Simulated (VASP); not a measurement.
The system is Si3Sn.

```
Si Sn
1.0
     4.03764    0.00000    0.00000
     0.00000    4.03764    0.00000
     0.00000    0.00000    5.74862
Si Sn
3 1
Direct
  0.50000 0.00000 0.77460
  0.50000 0.50000 0.00000
  0.00000 0.50000 0.22540
  0.00000 0.00000 0.50000
```

Base run:

```yaml
Program: VASP 6.6.1
Functional: r2SCAN
Potentials_or_basis: VASP PAW PBE potentials, release 64 (Si, Sn_d)
Cutoff: 520 eV
k_mesh: 6 × 6 × 4
Occupations: gaussian, width 0.01 eV
Spin: no spin polarisation
```

Its results: band gap on the k mesh 0.41 eV, indirect (least direct gap 0.69 eV); pressure -0.2 GPa; largest force 0.005 eV/Å.

Problem. The run is repeated on the same cell with these changes: functional from r2SCAN to PBE; further incar settings from ALGO = Normal; EDIFF = 1e-06; NBANDS = 21 to ALGO = Normal; EDIFF = 1e-07; NBANDS = 21. What comes out?

Solution. Band gap on the k mesh 0.23 eV, indirect (least direct gap 0.50 eV); pressure 1.4 GPa; largest force 0.082 eV/Å.

Caveats: spin-orbit coupling is left out, which moves the levels of the heavy elements; the PAW data sets were made with another functional, which shifts forces and pressure a little (some runs).

A k mesh can miss the band edges.
